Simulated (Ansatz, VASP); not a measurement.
## Two plane-wave programs on Zn

```
CELL_PARAMETERS angstrom
-1.59110 1.59110 1.59110
1.59110 -1.59110 1.59110
1.59110 1.59110 -1.59110
ATOMIC_POSITIONS crystal
Zn 0.00000 0.00000 0.00000
```

Alike in both runs: functional RPBE; k mesh 14 × 14 × 14; occupations fermi-dirac, width 0.1 eV; no spin polarisation.

Ansatz relaxed the structure, and its values are those at the end. VASP's run is a single point on that final structure, the one shown.

```csv
,VASP,Ansatz
version,VASP 6.6.1,Ansatz 0.2.0
potentials or method,"VASP PAW PBE potentials, release 64 (Zn), cutoff 520 eV","plane waves (420 eV) with PAW, scalar-relativistic"
valence electrons in the cell,12,12
```

VASP gave:

* pressure (GPa): 0.2

Question: What did Ansatz give for the same quantities?

Answer: Pressure (GPa): 0.0.

VASP's potentials were made for PBE, not for RPBE. The functional is the same, so the differences come from potentials, cutoffs and numerics.
